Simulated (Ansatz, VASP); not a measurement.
Mg: VASP beside Ansatz

The input INCAR:

```
PREC = Accurate ; ENCUT = 520
EDIFF = 1E-8 ; ISMEAR = -1
SIGMA = 0.08 ; LREAL = F
LASPH = T ; NELM = 100
ALGO = Normal ; ISIF = 2
LWAVE = F ; LCHARG = F
GGA = PE ; LEFG = T
NBANDS = 9
```

File KPOINTS:

```
regular mesh
0
Gamma
  12 12 7
```

Contents of POSCAR:

```
Mg
1.0
    3.2515036326      0.0000000000      0.0000000000
   -1.6257518162      2.8158847463      0.0000000000
    0.0000000000      0.0000000000      5.2788948365
Mg
2
Direct
    0.3333333333      0.6666666667      0.2500000000
    0.6666666667      0.3333333333      0.7500000000
```

Input for Ansatz:

```yaml
crystal:
  lattice:
    - [3.2515036326, 0.0, 0.0]
    - [-1.6257518162, 2.8158847463, 0.0]
    - [0.0, 0.0, 5.2788948365]
  atoms:
    - { symbol: Mg, position: [0.3333333333, 0.6666666667, 0.25] }
    - { symbol: Mg, position: [0.6666666667, 0.3333333333, 0.75] }
kpoints:
  mp_grid: { grid: [12, 12, 7] }
scf:
  occupations: { method: fermi_dirac, width: 0.08 }
hamiltonian:
  xc: pbe
  pseudopotentials: { kind: all_electron, datasets: crystal }
output:
  forces: true
  stress: true
  eigenvalues: true
  efg: { contact_densities: true }
```

Change from the starting cell: volume scaled by 1.04, crystal datasets.

Alike in both runs: task electric field gradients; functional PBE; k mesh 12 × 12 × 7; occupations fermi-dirac, width 0.08 eV; no spin polarisation.

```csv
,VASP,Ansatz
version,VASP 6.6.1,Ansatz 0.2.0
potentials or method,"VASP PAW PBE potentials, release 64 (Mg), cutoff 520 eV","all-electron PAW with datasets made for the crystal, scalar-relativistic"
```

Ansatz gave:

| Item | Value |
| --- | --- |
| pressure (GPa) | -1.7 |
| traceless stress, the component that is largest in VASP (GPa) | -0.49 |
| size of Vzz on the site where it differs most (V/Å²) | 1.1 |

Problem. Which values does VASP return?

Solution. Pressure (GPa): -1.8; traceless stress, the component that is largest in VASP (GPa): -0.49; size of Vzz on the site where it differs most (V/Å²): 1.0.

Ansatz ran all-electron here, and VASP with PAW potentials.
